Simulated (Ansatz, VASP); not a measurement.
**AlSn in VASP and in Ansatz**

Contents of INCAR:

```
SYSTEM = AlSn
PREC = Accurate ; ENCUT = 520
EDIFF = 1E-6 ; ISMEAR = -1
SIGMA = 0.05 ; LREAL = .False.
LASPH = .True. ; NELM = 100
ALGO = Normal ; ISIF = 2
LWAVE = .False. ; LCHARG = .False.
GGA = PS ; NBANDS = 16
```

File KPOINTS:

```
regular mesh
0
Gamma
  10 10 11
  0 0 0
```

The input POSCAR:

```
AlSn
1.0
    3.8142320826      0.0000000000      0.0000000000
   -1.9071160413      3.3032218794      0.0000000000
    0.0000000000      0.0000000000      3.0044698905
Al Sn
1 1
Direct
    0.0000000000      0.0000000000      0.0000000000
    0.3333333333      0.6666666667      0.5000000000
```

Input for Ansatz:

```yaml
crystal:
  lattice:
    - [3.8142320826, 0.0, 0.0]
    - [-1.9071160413, 3.3032218794, 0.0]
    - [0.0, 0.0, 3.0044698905]
  atoms:
    - { symbol: Al, position: [0.0, 0.0, 0.0] }
    - { symbol: Sn, position: [0.3333333333, 0.6666666667, 0.5] }
kpoints:
  mp_grid: { grid: [10, 10, 11] }
  band_path:
    path:
      - [0.0, 0.0, 0.0]
      - [0.5, 0.0, 0.0]
      - [0.3333333333, 0.3333333333, 0.0]
      - [0.0, 0.0, 0.0]
      - [0.0, 0.0, 0.5]
      - [0.5, 0.0, 0.5]
      - [0.3333333333, 0.3333333333, 0.5]
      - [0.0, 0.0, 0.5]
      - [0.5, 0.0, 0.5]
    npoints: 6
scf:
  occupations: { method: fermi_dirac, width: 0.05 }
hamiltonian:
  xc: pbesol
  pseudopotentials: { kind: all_electron, lapw: { basis_error: 0.001 } }
output:
  forces: true
  stress: true
  eigenvalues: true
  populations: true
```

Change from the starting cell: volume scaled by 0.75, LAPW.

Alike in both runs: task single point; functional PBEsol; k mesh 10 × 10 × 11; occupations fermi-dirac, width 0.05 eV; no spin polarisation.

```csv
,VASP,Ansatz
version,VASP 6.6.1,Ansatz 0.2.0
potentials or method,"VASP PAW PBE potentials, release 64 (Al, Sn_d), cutoff 520 eV","all-electron LAPW, scalar-relativistic"
```

|  | VASP | Ansatz | Ansatz less VASP |
| --- | --- | --- | --- |
| pressure (GPa) | 24.2 | 24.2 | +0.03 |
| traceless stress, the component that is largest in VASP (GPa) | 2.08 | 2.09 | +0.011 |

VASP's potentials were made for PBE, not for PBEsol. Ansatz ran all-electron here, and VASP with PAW potentials.
